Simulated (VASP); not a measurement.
# GaAs (F-43m) in VASP: relaxation of cell and atoms with PBE

Aim: the relaxation of cell and atoms of GaAs with PBE.

Everything below comes from runs of VASP 6.6.1. Logs are shortened: lines on timing, memory, paths and dates and some standing lists are left out, and cuts for length are marked.

**1. The cell of the first run**

The structure is cubic, space group F-43m (No. 216). The conventional cell has a = 5.746 Å, b = 5.746 Å, c = 5.746 Å, α = 90.00°, β = 90.00°, γ = 90.00°. Ga (site symmetry -43m) has 4 As at 2.49 Å within 3.3 Å. As (site symmetry -43m) has 4 Ga at 2.49 Å within 3.3 Å.

**2. Relaxation of cell and atoms, PBE**

INCAR reads:

```
SYSTEM = GaAs
ALGO = Normal
EDIFF = 1E-6
EDIFFG = -0.001
ENCUT = 600
GGA = PE
IBRION = 2
ISIF = 3
ISMEAR = 0
LASPH = .True.
LCHARG = .False.
LREAL = .False.
LWAVE = .False.
NELM = 60
NSW = 80
PREC = Accurate
SIGMA = 0.01
```

KPOINTS reads:

```
k-points
0
Gamma
  12 12 12
  0 0 0
```

POSCAR reads:

```
GaAs
1.0
    0.0000000000      2.8727978967      2.8727978967
    2.8727978967      0.0000000000      2.8727978967
    2.8727978967      2.8727978967      0.0000000000
Ga As
1 1
Direct
    0.0000000000      0.0000000000      0.0000000000
    0.7500000000      0.7500000000      0.7500000000
```

Potentials or basis: VASP PAW PBE potentials, release 64 (Ga_d, As).

On the command line:

```sh
cat potpaw_PBE.64/Ga_d/POTCAR potpaw_PBE.64/As/POTCAR > POTCAR
mpirun -np 1 vasp_std > vasp.out
```

OUTCAR:

```text
SYSTEM = GaAs
   EDIFF = 1E-6
   EDIFFG = -0.001
   ENCUT = 600
   GGA = PE
   IBRION = 2
   ISIF = 3
   ISMEAR = 0
   LASPH = .True.
   LREAL = .False.
   NELM = 60
   NSW = 80
   PREC = Accurate

 ion  position               nearest neighbor table
   1  0.000  0.000  0.000-   2 2.49   2 2.49   2 2.49   2 2.49
   2  0.750  0.750  0.750-   1 2.49   1 2.49   1 2.49   1 2.49

  LATTYP: Found a face centered cubic cell.
 ALAT       =     5.7455957934

  Lattice vectors:

 A1 = (   0.0000000000,   2.8727978967,   2.8727978967)
 A2 = (   2.8727978967,   0.0000000000,   2.8727978967)
 A3 = (   2.8727978967,   2.8727978967,   0.0000000000)

Analysis of symmetry for initial positions (statically):
=====================================================================
 Subroutine PRICEL returns:
 Original cell was already a primitive cell.

 Routine SETGRP: Setting up the symmetry group for a
 face centered cubic supercell.

 Subroutine GETGRP returns: Found 24 space group operations
 (whereof 24 operations were pure point group operations)
 out of a pool of 48 trial point group operations.

The static configuration has the point symmetry T_d .

Analysis of symmetry for dynamics (positions and initial velocities):
=====================================================================
 Subroutine PRICEL returns:
 Original cell was already a primitive cell.

 Routine SETGRP: Setting up the symmetry group for a
 face centered cubic supercell.

 Subroutine GETGRP returns: Found 24 space group operations
 (whereof 24 operations were pure point group operations)
 out of a pool of 48 trial point group operations.

The dynamic configuration has the point symmetry T_d .

 Subroutine INISYM returns: Found 24 space group operations
 (whereof 24 operations are pure point group operations),
 and found     1 'primitive' translations

----------------------------------------------------------------------------------------

                                     Primitive cell

  volume of cell :      47.4182

  direct lattice vectors                    reciprocal lattice vectors
     0.000000000  2.872797897  2.872797897    -0.174046354  0.174046354  0.174046354
     2.872797897  0.000000000  2.872797897     0.174046354 -0.174046354  0.174046354
     2.872797897  2.872797897  0.000000000     0.174046354  0.174046354 -0.174046354

  length of vectors
     4.062749747  4.062749747  4.062749747     0.301457128  0.301457128  0.301457128

  position of ions in fractional coordinates (direct lattice)
     0.000000000  0.000000000  0.000000000
     0.750000000  0.750000000  0.750000000

  ion indices of the primitive-cell ions
   primitive index   ion index
                 1           1
                 2           2

----------------------------------------------------------------------------------------

 KPOINTS: k-points

Automatic generation of k-mesh.
 Grid dimensions read from file:
 generate k-points for:   12   12   12

 Generating k-lattice:

  Cartesian coordinates                     Fractional coordinates (reciprocal lattice)
    -0.014503863  0.014503863  0.014503863     0.083333333  0.000000000  0.000000000
     0.014503863 -0.014503863  0.014503863     0.000000000  0.083333333  0.000000000
     0.014503863  0.014503863 -0.014503863     0.000000000  0.000000000  0.083333333

  Length of vectors
     0.025121427  0.025121427  0.025121427

  Shift w.r.t. Gamma in fractional coordinates (k-lattice)
     0.000000000  0.000000000  0.000000000

 Subroutine IBZKPT returns following result:
 ===========================================

 Found     72 irreducible k-points:

 Following reciprocal coordinates:
            Coordinates               Weight
  0.000000  0.000000  0.000000      1.000000
  0.083333  0.000000  0.000000      8.000000
  0.166667  0.000000  0.000000      8.000000
  0.250000  0.000000  0.000000      8.000000
  0.333333  0.000000  0.000000      8.000000
  0.416667  0.000000  0.000000      8.000000
[... 16 lines left out ...]
  0.500000  0.166667  0.000000     24.000000
 -0.416667  0.166667  0.000000     24.000000
 [... further k-points ...]
   k-points           NKPTS =     72   k-points in BZ     NKDIM =     72   number of bands    NBANDS=     13
   number of dos      NEDOS =    301   number of ions     NIONS =      2
   total plane-waves  NPLWV =  32768
   dimension x,y,z NGX =    32 NGY =   32 NGZ =   32
   dimension x,y,z NGXF=    64 NGYF=   64 NGZF=   64
   ions per type =               1   1
   NGX,Y,Z   is equivalent  to a cutoff of  13.09, 13.09, 13.09 a.u.
   NGXF,Y,Z  is equivalent  to a cutoff of  26.19, 26.19, 26.19 a.u.
 SYSTEM =  GaAs
   PREC   = accura    normal or accurate (medium, high low for compatibility)
   ISTART =      0    job   : 0-new  1-cont  2-samecut
   ICHARG =      2    charge: 1-file 2-atom 10-const
   ISPIN  =      1    spin polarized calculation?
   LNONCOLLINEAR =      F non collinear calculations
   LSORBIT =      F    spin-orbit coupling
   LASPH  =      T    aspherical Exc in radial PAW
   ENCUT  =  600.0 eV  44.10 Ry    6.64 a.u.   8.11  8.11  8.11*2*pi/ulx,y,z
   NELM   =     60;   NELMIN=  2; NELMDL= -5     # of ELM steps
   EDIFF  = 0.1E-05   stopping-criterion for ELM
   LREAL  =      F    real-space projection
   EDIFFG = -.1E-02   stopping-criterion for IOM
   NSW    =     80    number of steps for IOM
   IBRION =      2    ionic relax: 0-MD 1-quasi-New 2-CG
   NFREE  =      1    steps in history (QN), initial steepest desc. (CG)
   ISIF   =      3    stress and relaxation
   ISYM   =      2    0-nonsym 1-usesym 2-fastsym
   POTIM  = 0.5000    time-step for ionic-motion
   TEBEG  =    0.0;   TEEND  =   0.0 temperature during run
   PSTRESS=    0.0 pullay stress
   NELECT =      18.0000    total number of electrons
   NUPDOWN=      -1.0000    fix difference up-down
   EMIN   =  10.00;   EMAX   =-10.00  energy-range for DOS
   EFERMI =   0.00;   METHOD = LEGACY
   ISMEAR =     0;   SIGMA  =   0.01  broadening in eV -4-tet -1-fermi 0-gaus
   EFERMI_NEDOS =   21; number of points for ismear=-14 and -15
   IALGO  =     38    algorithm
   IMIX   =      4    mixing-type and parameters
     AMIX     =   0.40;   BMIX     =  1.00
     AMIX_MAG =   1.60;   BMIX_MAG =  1.00
  volume/ion in A,a.u.               =      23.71       160.00
  Fermi-wavevector in a.u.,A,eV,Ry     =   1.185361  2.240007 19.117280  1.405080
  Thomas-Fermi vector in A             =   2.321556
   LORBIT       =      0    0 simple, 1 ext, 2 COOP (PROOUT), +10 PAW based schemes
   GGA     = PE    functional components
   LHFCALC =     F    Hartree Fock is set to
   AEXX    =    0.0000 exact exchange contribution
   IVDW    =     0    specifies the selected vdW correction
   LEPSILON=     F    determine dielectric tensor
   LRPA    =     F    only Hartree local field effects (RPA)
 conjugate gradient relaxation of ions
 non-spin polarized calculation
 Gauss-broadening in eV      SIGMA  =   0.01
  energy-cutoff  :      600.00
  volume of cell :       47.42
 maximum number of plane-waves:      1604
   NGX = 17   NGY = 17   NGZ = 17

--------------------------------------- Ionic step        1  -------------------------------------------

 number of electron      17.9999996 magnetization

 Free energy of the ion-electron system (eV)
  ---------------------------------------------------
  ext. energy  EPLUGINS =         0.00000000
  ---------------------------------------------------
  free energy    TOTEN  =        -8.27610362 eV

  energy without entropy =       -8.27610362  energy(sigma->0) =       -8.27610362

------------------------ aborting loop because EDIFF is reached ----------------------------------------

  FORCE on cell =-STRESS in cart. coord.  units (eV):
  Direction    XX          YY          ZZ          XY          YZ          ZX
  --------------------------------------------------------------------------------------
  -------------------------------------------------------------------------------------
  Total        0.0387487      0.0387487      0.0387487      0.0000000      0.0000000      0.0000000
  in kB        1.3092488      1.3092488      1.3092488      0.0000000      0.0000000      0.0000000
  external PRESSURE =       1.3092488 kB  Pullay stress =       0.0000000 kB

 VOLUME and BASIS-vectors are now :
 -----------------------------------------------------------------------------
  energy-cutoff  :      600.00
  volume of cell :       47.42
      direct lattice vectors                 reciprocal lattice vectors
     0.000000000  2.872797897  2.872797897    -0.174046354  0.174046354  0.174046354
     2.872797897  0.000000000  2.872797897     0.174046354 -0.174046354  0.174046354
     2.872797897  2.872797897  0.000000000     0.174046354  0.174046354 -0.174046354
[... 181 lines left out ...]
 POSITION                                       TOTAL-FORCE (eV/Angst)
 -----------------------------------------------------------------------------------
      5.75044      2.87522      2.87522        -0.000000     -0.000000     -0.000000
      4.31283      4.31283      4.31283         0.000000      0.000000      0.000000
 -----------------------------------------------------------------------------------
    total drift:                               -0.000002     -0.000002     -0.000002

  FREE ENERGIE OF THE ION-ELECTRON SYSTEM (eV)
  ---------------------------------------------------
  free  energy   TOTEN  =        -8.2761526211 eV

  energy  without entropy=       -8.2761526211  energy(sigma->0) =       -8.27615262

--------------------------------------- Ionic step        7  -------------------------------------------

 number of electron      17.9999994 magnetization

 Free energy of the ion-electron system (eV)
  ---------------------------------------------------
  ext. energy  EPLUGINS =         0.00000000
  ---------------------------------------------------
  free energy    TOTEN  =        -8.27615238 eV

  energy without entropy =       -8.27615238  energy(sigma->0) =       -8.27615238

 E-fermi :   3.5594     XC(G=0):  -9.3609

 val. band max:        3.4648062596   @ k =   0.0000   0.0000   0.0000
 cond. band min:       3.6084193483   @ k =   0.0000   0.0000   0.0000
 fundamental gap:      0.1436130887
 Fermi energy:         3.5593738003

 k-point     1 :       0.0000    0.0000    0.0000
  band No.  band energies     occupation
      1     -11.2583      2.00000
      2     -11.2583      2.00000
      3     -11.2583      2.00000
      4     -11.1909      2.00000
      5     -11.1909      2.00000
      6      -8.9065      2.00000
      7       3.4648      2.00000
      8       3.4648      2.00000
      9       3.4648      2.00000
     10       3.6084      0.00000
     11       7.1802      0.00000
     12       7.1802      0.00000
     13       7.1802      0.00000

 k-point     2 :       0.0833    0.0000    0.0000
  band No.  band energies     occupation
      1     -11.2631      2.00000
      2     -11.2569      2.00000
      3     -11.2569      2.00000
      4     -11.1909      2.00000
      5     -11.1909      2.00000
      6      -8.8307      2.00000
      7       2.1792      2.00000
      8       3.3605      2.00000
      9       3.3605      2.00000
     10       4.5630      0.00000
     11       7.3058      0.00000
[... 339 lines left out ...]
 k-point    24 :      -0.4167    0.1667    0.0000
  band No.  band energies     occupation
      1     -11.3266      2.00000
      2     -11.2386      2.00000
      3     -11.2360      2.00000
      4     -11.1913      2.00000
      5     -11.1884      2.00000
      6      -7.1215      2.00000
      7      -2.7792      2.00000
      8       0.8005      2.00000
      9       2.0886      2.00000
     10       5.6935      0.00000
     11       7.9739      0.00000
     12       8.9360      0.00000
     13      11.1803      0.00000

 [... further k-points ...]

------------------------ aborting loop because EDIFF is reached ----------------------------------------

  FORCE on cell =-STRESS in cart. coord.  units (eV):
  Direction    XX          YY          ZZ          XY          YZ          ZX
  --------------------------------------------------------------------------------------
  -------------------------------------------------------------------------------------
  Total       -0.0014297     -0.0014297     -0.0014297      0.0000000     -0.0000000      0.0000000
  in kB       -0.0481804     -0.0481804     -0.0481804      0.0000000     -0.0000000      0.0000000
  external PRESSURE =      -0.0481804 kB  Pullay stress =       0.0000000 kB

 VOLUME and BASIS-vectors are now :
 -----------------------------------------------------------------------------
  energy-cutoff  :      600.00
  volume of cell :       47.54
      direct lattice vectors                 reciprocal lattice vectors
     0.000000000  2.875294909  2.875294909    -0.173895206  0.173895206  0.173895206
     2.875294909  0.000000000  2.875294909     0.173895206 -0.173895206  0.173895206
     2.875294909  2.875294909  0.000000000     0.173895206  0.173895206 -0.173895206

 POSITION                                       TOTAL-FORCE (eV/Angst)
 -----------------------------------------------------------------------------------
      0.00000      0.00000      0.00000         0.000000      0.000000      0.000000
      4.31294      4.31294      4.31294        -0.000000     -0.000000     -0.000000
 -----------------------------------------------------------------------------------
    total drift:                               -0.000002     -0.000002     -0.000002

  FREE ENERGIE OF THE ION-ELECTRON SYSTEM (eV)
  ---------------------------------------------------
  free  energy   TOTEN  =        -8.2761523785 eV

  energy  without entropy=       -8.2761523785  energy(sigma->0) =       -8.27615238

 reached required accuracy - stopping structural energy minimisation
```

Wall time 2.8 min (1 thread of AMD EPYC 7R13, shared host); peak memory 0.2 GiB.

What came out:

| Item | Value |
| --- | --- |
| Free energy | -8.2762 eV |
| Relaxed volume | 23.77 Å³/atom |
| Relaxed cell | a = 4.066 Å, b = 4.066 Å, c = 4.066 Å, α = 60.00°, β = 60.00°, γ = 60.00° |
| Space group after relaxing (to 0.1 Å) | F-43m (No. 216) |
| Energy gained by relaxing | 0.0 meV/atom |
| Ionic steps | 7 |
| Pressure after relaxing | 0.0 GPa |
| Band gap on the k mesh | 0.14 eV |

Final structure:
```
CELL_PARAMETERS angstrom
0.00000 2.87529 2.87529
2.87529 0.00000 2.87529
2.87529 2.87529 0.00000
ATOMIC_POSITIONS crystal
Ga 0.00000 0.00000 0.00000
As 0.75000 0.75000 0.75000
```
